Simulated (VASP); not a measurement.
Wanted: the native input for a VASP 6.6.1 run.

- Task: single point
- Functional: PBEsol
- Potentials or basis: VASP PAW PBE potentials, release 64 (Zn, O)
- Cutoff: 520 eV
- k mesh: 9 × 9 × 6
- Occupations: gaussian, width 0.05 eV
- Spin: no spin polarisation
- Dipole correction: no
- Further INCAR settings: ALGO = Normal; EDIFF = 1e-06; NBANDS = 26

The structure of ZnO lies in POSCAR:

```
ZnO
1.0
    3.2905078253      0.0000000000      0.0000000000
   -1.6452539126      2.8496633681      0.0000000000
    0.0000000000      0.0000000000      5.0282250078
Zn O
2 2
Direct
    0.3333333333      0.6666666667      0.0015754469
    0.6666666667      0.3333333333      0.5015754469
    0.3333333333      0.6666666667      0.3654345349
    0.6666666667      0.3333333333      0.8654345349
```

This cell differs from its parent crystal: atoms shifted along a free coordinate, c/a of the conventional cell at fixed volume 1.5281.

The input as run:

INCAR

```
PREC = Accurate
ENCUT = 520
EDIFF = 1E-6
ISMEAR = 0
SIGMA = 0.05
LREAL = F
LASPH = T
NELM = 80
ALGO = Normal
ISIF = 2
LWAVE = F
LCHARG = F
GGA = PS
NBANDS = 26
```

KPOINTS

```
regular mesh
0
Gamma
  9 9 6
```

Potentials or basis: VASP PAW PBE potentials, release 64 (Zn, O).

Launch:

```sh
$ cat potpaw_PBE.64/Zn/POTCAR potpaw_PBE.64/O/POTCAR > POTCAR
$ mpirun -np 1 vasp_std > vasp.out
```

Results of the run:

| Item | Value |
| --- | --- |
| Pressure | 3.7 GPa |
| Largest force | 1.586 eV/Å |
| Band gap on the k mesh | 0.70 eV |

Caveat: the cell stands under pressure; the PAW data sets were made with another functional, which shifts forces and pressure a little.

Wall time 77 s on 1 thread of AMD EPYC 7R13, with other jobs on the host, peak memory 0.16 GiB.
